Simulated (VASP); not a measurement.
## Bi: single point with r2SCAN

The system is Bi.

```
Bi
1.0
    -1.89563    1.89563    1.89563
     1.89563   -1.89563    1.89563
     1.89563    1.89563   -1.89563
Bi
1
Direct
  0.00000 0.00000 0.00000
```

```
Program                : VASP 6.6.1
Task                   : single point
Functional             : r2SCAN
Potentials or basis    : VASP PAW PBE potentials, release 64 (Bi_d)
Cutoff                 : 520 eV
k mesh                 : 16 × 16 × 16
Occupations            : gaussian, width 0.1 eV
Spin                   : no spin polarisation
Dipole correction      : no
Further INCAR settings : ALGO = Normal; EDIFF = 1e-06; NBANDS = 14
```

The pressure is 10.1 GPa.

Levels at points of the mesh, in eV from the Fermi level:
```tsv
k point	band 3	band 4	band 5	band 6	band 7	band 8	band 9	band 10	band 11	band 12
(0.00, 0.00, 0.00)	-23.88	-23.66	-23.66	-15.16	6.44	6.44	6.44	11.28	11.28	11.28
(0.50, 0.00, 0.00)	-23.68	-23.67	-23.52	-11.06	-6.15	1.86	4.13	7.12	8.39	14.14
(0.50, 0.50, 0.50)	-23.56	-23.56	-23.56	-8.05	-2.29	-2.29	-2.29	3.88	3.88	16.62
```

It took 93 s on 1 thread of AMD EPYC 9R45 96-Core Processor (Zen 5), on a shared host, peak memory 0.15 GiB.

Caveat: the PAW data sets were made with another functional, which shifts forces and pressure a little; spin-orbit coupling is left out, which moves the levels of the heavy elements.
